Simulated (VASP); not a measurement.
# BaCr: relaxation of cell and atoms with PBE

BaCr:

```
Ba Cr
1.0
     3.70136    0.00000    0.00000
     0.00000    3.70136    0.00000
     0.00000    0.00000    3.70136
Ba Cr
1 1
Direct
  0.00000 0.00000 0.00000
  0.50000 0.50000 0.50000
```

```
Program                : VASP 6.6.1
Task                   : relaxation of cell and atoms
Functional             : PBE
Potentials or basis    : VASP PAW PBE potentials, release 64 (Ba_sv, Cr_pv)
Cutoff                 : 600 eV
k mesh                 : 6 × 6 × 6
Occupations            : gaussian, width 0.1 eV
Spin                   : collinear spin, ferromagnetic start
Starting moments       : [0.0, 4.36] μB
Dipole correction      : no
Further INCAR settings : ALGO = Normal; EDIFF = 1e-06; IBRION = 2; EDIFFG = -0.04; NSW = 90; ISIF = 3
```

* Relaxed volume: 36.33 Å³/atom
* Relaxed cell: a = 4.173 Å, b = 4.173 Å, c = 4.173 Å, α = 90.00°, β = 90.00°, γ = 90.00°
* Space group after relaxing (to 0.1 Å): Pm-3m (No. 221)
* Energy gained by relaxing: 320.2 meV/atom
* Ionic steps: 4
* Pressure after relaxing: -0.1 GPa
* Net moment: 4.57 μB per cell
* Site moments: Ba -0.01; Cr +4.00 μB
* Valence electrons inside the program's atomic spheres: Ba 7.97; Cr 10.49

Step by step:
| step | energy change (eV) | largest force (eV/Å) | pressure (GPa) | volume (Å³) |
| --- | --- | --- | --- | --- |
| 1 | 0.0000 | 0.0000 | 12.20 | 50.71 |
| 2 | -0.6086 | 0.0000 | 1.93 | 66.24 |
| 3 | -0.6375 | 0.0000 | -0.41 | 74.25 |
| 4 | -0.6403 | 0.0000 | -0.11 | 72.65 |

Final structure:
```cif
data_structure
_symmetry_space_group_name_H-M 'P 1'
_symmetry_Int_Tables_number 1
_cell_length_a 4.1727
_cell_length_b 4.1727
_cell_length_c 4.1727
_cell_angle_alpha 90.000
_cell_angle_beta 90.000
_cell_angle_gamma 90.000
_cell_volume 72.65
loop_
_atom_site_label
_atom_site_type_symbol
_atom_site_fract_x
_atom_site_fract_y
_atom_site_fract_z
_atom_site_occupancy
Ba1 Ba 0.00000 0.00000 0.00000 1
Cr1 Cr 0.50000 0.50000 0.50000 1
```

Levels at points of the mesh, in eV from the Fermi level:
Spin up:
```csv
k point,band 9,band 10,band 11,band 12,band 13,band 14,band 15,band 16,band 17
"(0.00, 0.00, 0.00)",-1.88,-1.88,-1.16,-1.16,-1.16,1.56,1.56,4.54,4.54
"(0.50, 0.00, 0.00)",-1.62,-1.49,-1.18,-1.18,-1.08,-0.62,1.25,1.96,1.96
"(0.50, 0.50, 0.00)",-1.84,-1.45,-1.45,-0.80,-0.64,1.08,1.08,1.91,3.81
"(0.50, 0.50, 0.50)",-1.30,-1.30,-0.85,-0.85,-0.85,-0.79,-0.79,0.73,6.15
```
Spin down:
| k point | band 7 | band 8 | band 9 | band 10 | band 11 | band 12 |
| --- | --- | --- | --- | --- | --- | --- |
| (0.00, 0.00, 0.00) | -13.20 | -3.57 | -0.36 | -0.36 | 2.14 | 2.14 |
| (0.50, 0.00, 0.00) | -13.15 | -1.31 | -0.86 | 1.06 | 1.31 | 2.21 |
| (0.50, 0.50, 0.00) | -13.10 | -1.73 | -0.11 | 1.24 | 1.24 | 1.70 |
| (0.50, 0.50, 0.50) | -13.57 | -0.42 | -0.42 | -0.42 | 1.79 | 1.79 |

Run time: 4.1 min on 1 thread of Intel Xeon 8259CL (shared host), peak memory 0.21 GiB.

Caveat: the volume moved by over 15 % at a fixed basis, so the end points are rough; spin-orbit coupling is left out, which moves the levels of the heavy elements.
